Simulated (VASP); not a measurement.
# Au (Fd-3m) in VASP: single point with PBE

Aim: the single point of Au with PBE.

Everything below comes from runs of VASP 6.6.1. Logs are shortened: lines on timing, memory, paths and dates and some standing lists are left out, and cuts for length are marked.

### 1 The cell of the first run

Symmetry: Fd-3m, No. 227, cubic system. Conventional cell: a = 6.204 Å, b = 6.204 Å, c = 6.204 Å, α = 90.00°, β = 90.00°, γ = 90.00°. Au (site symmetry -43m) has 4 Au at 2.69 Å within 3.5 Å.

This isn't the form of Au at room conditions, which is fcc.

### 2 Single point, PBE

Input file INCAR:

```
SYSTEM = Au
  PREC = Accurate
  ENCUT = 520
  EDIFF = 1E-6
  ISMEAR = -1
  SIGMA = 0.06122561905347299
  LREAL = .False.
  LASPH = .True.
  NELM = 100
  ALGO = Normal
  ISIF = 2
  LWAVE = .False.
  LCHARG = .False.
  GGA = PE
  NBANDS = 18
```

Input file KPOINTS:

```
regular mesh
0
Gamma
  31 31 31
  0 0 0
```

Input file POSCAR:

```
Au
1.0
    0.0000000000      3.1020715983      3.1020715983
    3.1020715983      0.0000000000      3.1020715983
    3.1020715983      3.1020715983      0.0000000000
Au
2
Direct
    0.0000000000      0.0000000000      0.0000000000
    0.2500000000      0.2500000000      0.2500000000
```

Potentials or basis: VASP PAW PBE potentials, release 64 (Au).

The run is started by

```bash
cat potpaw_PBE.64/Au/POTCAR > POTCAR
mpirun -np 1 vasp_std > vasp.out
```

OUTCAR:

```text
SYSTEM = Au
   PREC = Accurate
   ENCUT = 520
   EDIFF = 1E-6
   ISMEAR = -1
   LREAL = .False.
   LASPH = .True.
   NELM = 100
   ISIF = 2
   GGA = PE

 ion  position               nearest neighbor table
   1  0.000  0.000  0.000-   2 2.69   2 2.69   2 2.69   2 2.69
   2  0.250  0.250  0.250-   1 2.69   1 2.69   1 2.69   1 2.69

  LATTYP: Found a face centered cubic cell.
 ALAT       =     6.2041431966

  Lattice vectors:

 A1 = (   0.0000000000,   3.1020715983,   3.1020715983)
 A2 = (   3.1020715983,   0.0000000000,   3.1020715983)
 A3 = (   3.1020715983,   3.1020715983,   0.0000000000)

Analysis of symmetry for initial positions (statically):
=====================================================================
 Subroutine PRICEL returns:
 Original cell was already a primitive cell.

 Routine SETGRP: Setting up the symmetry group for a
 face centered cubic supercell.

 Subroutine GETGRP returns: Found 48 space group operations
 (whereof 24 operations were pure point group operations)
 out of a pool of 48 trial point group operations.

The static configuration has the point symmetry T_d .
 The point group associated with its full space group is O_h .

Analysis of symmetry for dynamics (positions and initial velocities):
=====================================================================
 Subroutine PRICEL returns:
 Original cell was already a primitive cell.

 Routine SETGRP: Setting up the symmetry group for a
 face centered cubic supercell.

 Subroutine GETGRP returns: Found 48 space group operations
 (whereof 24 operations were pure point group operations)
 out of a pool of 48 trial point group operations.

The dynamic configuration has the point symmetry T_d .
 The point group associated with its full space group is O_h .

 Subroutine INISYM returns: Found 48 space group operations
 (whereof 24 operations are pure point group operations),
 and found     1 'primitive' translations

----------------------------------------------------------------------------------------

                                     Primitive cell

  volume of cell :      59.7015

  direct lattice vectors                    reciprocal lattice vectors
     0.000000000  3.102071598  3.102071598    -0.161182611  0.161182611  0.161182611
     3.102071598  0.000000000  3.102071598     0.161182611 -0.161182611  0.161182611
     3.102071598  3.102071598  0.000000000     0.161182611  0.161182611 -0.161182611

  length of vectors
     4.386991726  4.386991726  4.386991726     0.279176472  0.279176472  0.279176472

  position of ions in fractional coordinates (direct lattice)
     0.000000000  0.000000000  0.000000000
     0.250000000  0.250000000  0.250000000

  ion indices of the primitive-cell ions
   primitive index   ion index
                 1           1
                 2           2

----------------------------------------------------------------------------------------

 KPOINTS: regular mesh

Automatic generation of k-mesh.
 Grid dimensions read from file:
 generate k-points for:   31   31   31

 Generating k-lattice:

  Cartesian coordinates                     Fractional coordinates (reciprocal lattice)
    -0.005199439  0.005199439  0.005199439     0.032258065  0.000000000  0.000000000
     0.005199439 -0.005199439  0.005199439     0.000000000  0.032258065  0.000000000
     0.005199439  0.005199439 -0.005199439     0.000000000  0.000000000  0.032258065

  Length of vectors
     0.009005693  0.009005693  0.009005693

  Shift w.r.t. Gamma in fractional coordinates (k-lattice)
     0.000000000  0.000000000  0.000000000

 Subroutine IBZKPT returns following result:
 ===========================================

 Found    816 irreducible k-points:

 Following reciprocal coordinates:
            Coordinates               Weight
  0.000000  0.000000  0.000000      1.000000
  0.032258  0.000000  0.000000      8.000000
  0.064516  0.000000  0.000000      8.000000
  0.096774  0.000000  0.000000      8.000000
  0.129032  0.000000  0.000000      8.000000
  0.161290  0.000000  0.000000      8.000000
[... 16 lines left out ...]
  0.225806  0.032258  0.000000     24.000000
  0.258065  0.032258  0.000000     24.000000
 [... further k-points ...]
   k-points           NKPTS =    816   k-points in BZ     NKDIM =    816   number of bands    NBANDS=     18
   number of dos      NEDOS =    301   number of ions     NIONS =      2
   total plane-waves  NPLWV =  46656
   dimension x,y,z NGX =    36 NGY =   36 NGZ =   36
   dimension x,y,z NGXF=    72 NGYF=   72 NGZF=   72
   ions per type =               2
   NGX,Y,Z   is equivalent  to a cutoff of  13.64, 13.64, 13.64 a.u.
   NGXF,Y,Z  is equivalent  to a cutoff of  27.28, 27.28, 27.28 a.u.
 SYSTEM =  Au
   PREC   = accura    normal or accurate (medium, high low for compatibility)
   ISTART =      0    job   : 0-new  1-cont  2-samecut
   ICHARG =      2    charge: 1-file 2-atom 10-const
   ISPIN  =      1    spin polarized calculation?
   LNONCOLLINEAR =      F non collinear calculations
   LSORBIT =      F    spin-orbit coupling
   LASPH  =      T    aspherical Exc in radial PAW
   ENCUT  =  520.0 eV  38.22 Ry    6.18 a.u.   8.16  8.16  8.16*2*pi/ulx,y,z
   NELM   =    100;   NELMIN=  2; NELMDL= -5     # of ELM steps
   EDIFF  = 0.1E-05   stopping-criterion for ELM
   LREAL  =      F    real-space projection
   EDIFFG = 0.1E-04   stopping-criterion for IOM
   NSW    =      0    number of steps for IOM
   IBRION =     -1    ionic relax: 0-MD 1-quasi-New 2-CG
   NFREE  =      0    steps in history (QN), initial steepest desc. (CG)
   ISIF   =      2    stress and relaxation
   ISYM   =      2    0-nonsym 1-usesym 2-fastsym
   POTIM  = 0.5000    time-step for ionic-motion
   TEBEG  =    0.0;   TEEND  =   0.0 temperature during run
   PSTRESS=    0.0 pullay stress
   NELECT =      22.0000    total number of electrons
   NUPDOWN=      -1.0000    fix difference up-down
   EMIN   =  10.00;   EMAX   =-10.00  energy-range for DOS
   EFERMI =   0.00;   METHOD = LEGACY
   ISMEAR =    -1;   SIGMA  =   0.06  broadening in eV -4-tet -1-fermi 0-gaus
   EFERMI_NEDOS =   21; number of points for ismear=-14 and -15
   IALGO  =     38    algorithm
   IMIX   =      4    mixing-type and parameters
     AMIX     =   0.40;   BMIX     =  1.00
     AMIX_MAG =   1.60;   BMIX_MAG =  1.00
  volume/ion in A,a.u.               =      29.85       201.44
  Fermi-wavevector in a.u.,A,eV,Ry     =   1.173691  2.217955 18.742725  1.377551
  Thomas-Fermi vector in A             =   2.310100
   LORBIT       =      0    0 simple, 1 ext, 2 COOP (PROOUT), +10 PAW based schemes
   GGA     = PE    functional components
   LHFCALC =     F    Hartree Fock is set to
   AEXX    =    0.0000 exact exchange contribution
   IVDW    =     0    specifies the selected vdW correction
   LEPSILON=     F    determine dielectric tensor
   LRPA    =     F    only Hartree local field effects (RPA)
 non-spin polarized calculation
  energy-cutoff  :      520.00
  volume of cell :       59.70
 maximum number of plane-waves:      1639
 NGX is ok and might be reduce to    36
   NGX = 17   NGY = 17   NGZ = 17

 number of electron      22.0000003 magnetization

 Free energy of the ion-electron system (eV)
  ---------------------------------------------------
  ext. energy  EPLUGINS =         0.00000000
  ---------------------------------------------------
  free energy    TOTEN  =        -5.01772085 eV

  energy without entropy =       -5.00868051  energy(sigma->0) =       -5.01320068

 E-fermi :   2.5973     XC(G=0):  -9.1895

 val. band max:        2.5842966885   @ k =   0.4839   0.0645   0.0000
 cond. band min:       2.5990735631   @ k =  -0.4194   0.2258   0.0645
 fundamental gap:      0.0147768745
 Fermi energy:         2.5973252936

 k-point     1 :       0.0000    0.0000    0.0000
  band No.  band energies     occupation
      1      -3.1653      2.00000
      2      -1.3329      2.00000
      3      -1.3329      2.00000
      4      -1.3329      2.00000
      5      -1.3240      2.00000
      6      -1.3240      2.00000
[... 10 lines left out ...]
     17      12.9750      0.00000
     18      12.9750      0.00000

 k-point     2 :       0.0323    0.0000    0.0000
  band No.  band energies     occupation
      1      -3.1534      2.00000
      2      -1.3731      2.00000
      3      -1.3731      2.00000
      4      -1.3339      2.00000
      5      -1.2804      2.00000
      6      -1.2804      2.00000
[... 10 lines left out ...]
     17      13.0617      0.00000
     18      13.0619      0.00000

 k-point     3 :       0.0645    0.0000    0.0000
  band No.  band energies     occupation
      1      -3.1182      2.00000
      2      -1.4127      2.00000
      3      -1.4127      2.00000
      4      -1.3367      2.00000
      5      -1.2306      2.00000
      6      -1.2306      2.00000
[... 10 lines left out ...]
     17      13.2633      0.00000
     18      13.2633      0.00000

 k-point     4 :       0.0968    0.0000    0.0000
  band No.  band energies     occupation
      1      -3.0603      2.00000
      2      -1.4470      2.00000
      3      -1.4470      2.00000
      4      -1.3412      2.00000
      5      -1.1807      2.00000
      6      -1.1807      2.00000
[... 375 lines left out ...]
      4      -1.3602      2.00000
      5      -1.0942      2.00000
      6      -1.0256      2.00000
[... 10 lines left out ...]
     17      13.7244      0.00000
     18      14.2037      0.00000

 k-point    23 :       0.2258    0.0323    0.0000
  band No.  band energies     occupation
      1      -2.6762      2.00000
      2      -1.5539      2.00000
      3      -1.4810      2.00000
      4      -1.3689      2.00000
      5      -1.0640      2.00000
      6      -0.9929      2.00000
[... 10 lines left out ...]
     17      13.8036      0.00000
     18      14.2715      0.00000

 k-point    24 :       0.2581    0.0323    0.0000
  band No.  band energies     occupation
      1      -2.5451      2.00000
      2      -1.5573      2.00000
      3      -1.4845      2.00000
      4      -1.3779      2.00000
      5      -1.0433      2.00000
      6      -0.9703      2.00000
[... 10 lines left out ...]
     17      13.9841      0.00000
     18      14.3894      0.00000

 [... further k-points ...]
[... 5 lines left out ...]
  --------------------------------------------------------------------------------------
  -------------------------------------------------------------------------------------
  Total       -0.4068559     -0.4068559     -0.4068559      0.0000000     -0.0000000     -0.0000000
  in kB      -10.9185708    -10.9185708    -10.9185708      0.0000000     -0.0000000     -0.0000000
  external PRESSURE =     -10.9185708 kB  Pullay stress =       0.0000000 kB

 VOLUME and BASIS-vectors are now :
 -----------------------------------------------------------------------------
  energy-cutoff  :      520.00
  volume of cell :       59.70
      direct lattice vectors                 reciprocal lattice vectors
     0.000000000  3.102071598  3.102071598    -0.161182611  0.161182611  0.161182611
     3.102071598  0.000000000  3.102071598     0.161182611 -0.161182611  0.161182611
     3.102071598  3.102071598  0.000000000     0.161182611  0.161182611 -0.161182611

 POSITION                                       TOTAL-FORCE (eV/Angst)
 -----------------------------------------------------------------------------------
      0.00000      0.00000      0.00000         0.000000      0.000000     -0.000000
      1.55104      1.55104      1.55104        -0.000000     -0.000000      0.000000
 -----------------------------------------------------------------------------------
    total drift:                                0.000000      0.000000      0.000000

  FREE ENERGIE OF THE ION-ELECTRON SYSTEM (eV)
  ---------------------------------------------------
  free  energy   TOTEN  =        -5.0177208474 eV

  energy  without entropy=       -5.0086805074  energy(sigma->0) =       -5.01320068
```

It took 25 min on 1 thread of Intel Xeon 8259CL, shared host; peak memory 0.75 GiB.

What came out:

```yaml
Free_energy: -5.0177 eV
Pressure: -1.1 GPa
Band_gap_on_the_k_mesh: zero (bands 11 and 12 overlap by 0.62 eV)
```

Levels at points of the mesh, in eV from the Fermi level:
| k point | band 9 | band 10 | band 11 | band 12 | band 13 | band 14 |
| --- | --- | --- | --- | --- | --- | --- |
| (0.00, 0.00, 0.00) | -2.21 | -1.29 | -1.29 | 8.26 | 9.30 | 9.30 |

Caveat: spin-orbit coupling is left out, which moves the levels of the heavy elements.
